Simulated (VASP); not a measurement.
Write the native input for VASP 6.6.1 that does the following.

| Item | Value |
| --- | --- |
| Task | relaxation of cell and atoms |
| Functional | PBE |
| Potentials or basis | VASP PAW PBE potentials, release 64 (Li_sv, Si, N) |
| Cutoff | 600 eV |
| k mesh | 18 × 18 × 4 |
| Occupations | gaussian, width 0.1 eV |
| Spin | no spin polarisation |
| Dipole correction | no |
| Further INCAR settings | ALGO = Normal; EDIFF = 1e-06; IBRION = 2; EDIFFG = -0.01; NSW = 100; ISIF = 3 |

The structure of Li3Si2N lies in POSCAR:

```
Li3Si2N
1.0
    2.7029055798      0.0000000000      0.0000000000
   -1.3514527899      2.3407848961      0.0000000000
    0.0000000000      0.0000000000     11.8060382178
Li Si N
3 2 1
Direct
    0.6666666667      0.3333333333      0.8952713256
    0.3333333333      0.6666666667      0.1047286744
    0.0000000000      0.0000000000      0.5000000000
    0.6666666667      0.3333333333      0.3159523851
    0.3333333333      0.6666666667      0.6840476149
    0.0000000000      0.0000000000      0.0000000000
```

The cell was generated, and may not be a known phase.

These files were run (other wordings do the same):

INCAR

```
PREC     = Accurate       # precision mode
ENCUT    = 600            # plane-wave cutoff, eV
EDIFF    = 1E-6           # SCF threshold, eV
ISMEAR   = 0              # smearing method
SIGMA    = 0.1            # smearing width, eV
LREAL    = F              # projectors in reciprocal space
LASPH    = T              # aspherical terms in the spheres
NELM     = 100            # most SCF steps
ALGO     = Normal         # electronic algorithm
ISIF     = 3              # what is computed and relaxed
LWAVE    = F              # write WAVECAR
LCHARG   = F              # write CHGCAR
GGA      = PE             # functional
IBRION   = 2              # ionic algorithm
NSW      = 100            # ionic steps
EDIFFG   = -0.01          # ionic threshold
```

KPOINTS

```
regular mesh
0
Gamma
  18 18 4
```

Potentials or basis: VASP PAW PBE potentials, release 64 (Li_sv, Si, N).

The run is started by

```console
$ cat potpaw_PBE.64/Li_sv/POTCAR potpaw_PBE.64/Si/POTCAR potpaw_PBE.64/N/POTCAR > POTCAR
$ mpirun -np 1 vasp_std > vasp.out
```

It gave:

The relaxed volume is 12.56 Å³/atom. The relaxed cell is a = 2.707 Å, b = 2.707 Å, c = 11.875 Å, α = 90.00°, β = 90.00°, γ = 120.00°. The space group after relaxing (to 0.1 Å) is P-3m1 (No. 164), the energy gained by relaxing is 0.6 meV/atom and the ionic steps are 7. The pressure after relaxing is 0.0 GPa and the largest force after relaxing is 0.004 eV/Å. The band gap on the k mesh is zero (bands 11 and 12 overlap by 4.15 eV).

Caveat: the cutoff is under 1.25 times the usual one of these potentials, so pressure, stress and relaxed cells hold a basis-set (Pulay) error.

Run time: 7.2 min on 1 thread of Oxide Virtual Turin-like Processor, on a shared host, peak memory 0.32 GiB.
